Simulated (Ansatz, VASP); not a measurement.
## NaH: VASP beside Ansatz

The input POSCAR:

```
NaH
1.0
    2.1475287362      2.1475287362      0.0000000000
   -2.1475287362      2.1475287362      0.0000000000
    0.0000000000      2.1475287362      2.1475287362
Na H
1 1
Direct
    0.0000000000      0.0000000000      0.0000000000
    0.5000000000      0.5000000000      0.0000000000
```

The input INCAR.step1:

```
SYSTEM = NaH
PREC = Accurate
ENCUT = 520
ISMEAR = 0
SIGMA = 0.01
LREAL = .FALSE.
LASPH = .TRUE.
NELM = 60
NBANDS = 11
GGA = PE
ALGO = Normal
EDIFF = 1E-4
LWAVE = .TRUE.
LCHARG = .FALSE.
```

The input INCAR.step2:

```
SYSTEM = NaH
PREC = Accurate
ENCUT = 520
EDIFF = 1E-6
ISMEAR = 0
SIGMA = 0.01
LREAL = .FALSE.
LASPH = .TRUE.
NELM = 60
ALGO = Normal
ISIF = 2
LWAVE = .FALSE.
LCHARG = .FALSE.
METAGGA = R2SCAN
LMIXTAU = .TRUE.
NBANDS = 11
ISTART = 1
```

Contents of KPOINTS:

```
regular mesh
0
G
  8 8 8
  0 0 0
```

Input for Ansatz:

```yaml
crystal:
  lattice:
    - [2.14752873625, 2.14752873625, 0.0]
    - [-2.14752873625, 2.14752873625, 0.0]
    - [0.0, 2.14752873625, 2.14752873625]
  atoms:
    - { symbol: Na, position: [0.0, 0.0, 0.0] }
    - { symbol: H, position: [0.5, 0.5, 0.0] }
kpoints:
  mp_grid: { grid: [8, 8, 8] }
scf:
  occupations: { method: fixed }
  convergence: { dr2_threshold: 1.0e-10 }
hamiltonian:
  xc: r2scan
  pseudopotentials: { kind: paw }
output:
  forces: true
  stress: true
  eigenstates:
    kpoints:
      - [0.0, 0.0, 0.0]
      - [0.5, 0.0, 0.0]
      - [0.0, 0.5, 0.5]
      - [0.0, -0.5, 0.0]
      - [0.5, 0.0, 0.5]
      - [-0.75, 0.25, -0.25]
      - [-0.75, -0.25, -0.5]
      - [-0.5, -0.5, -0.75]
      - [-0.5, -0.5, -0.5]
      - [-0.5, 0.5, 0.0]
      - [0.0, 0.0, -0.5]
  eigenvalues: true
```

Alike in both runs: task single point; functional r2SCAN; k mesh 8 × 8 × 8; no spin polarisation.

|  | VASP | Ansatz |
| --- | --- | --- |
| version | VASP 6.6.1 | Ansatz 0.2.0 |
| potentials or method | VASP PAW PBE potentials, release 64 (Na_pv, H) | PAW with Ansatz's default frozen-core files, scalar-relativistic |
| plane-wave cutoff (eV) | 520 | 500 |
| occupations | gaussian, width 0.01 eV | fixed |
| valence electrons in the cell | 8 | 10 |

Ansatz gave:

```
gap on the k mesh at the Fermi level (eV) : 5.06
pressure (GPa)                            : 15.0
```

Estimate VASP's values.

gap on the k mesh at the Fermi level (eV): 5.07; pressure (GPa): 14.6.

VASP's potentials were made for PBE, not for r2SCAN. VASP's potentials hold 8 valence electrons a cell and Ansatz's 10, so a difference there can come from the potentials and not from the codes.
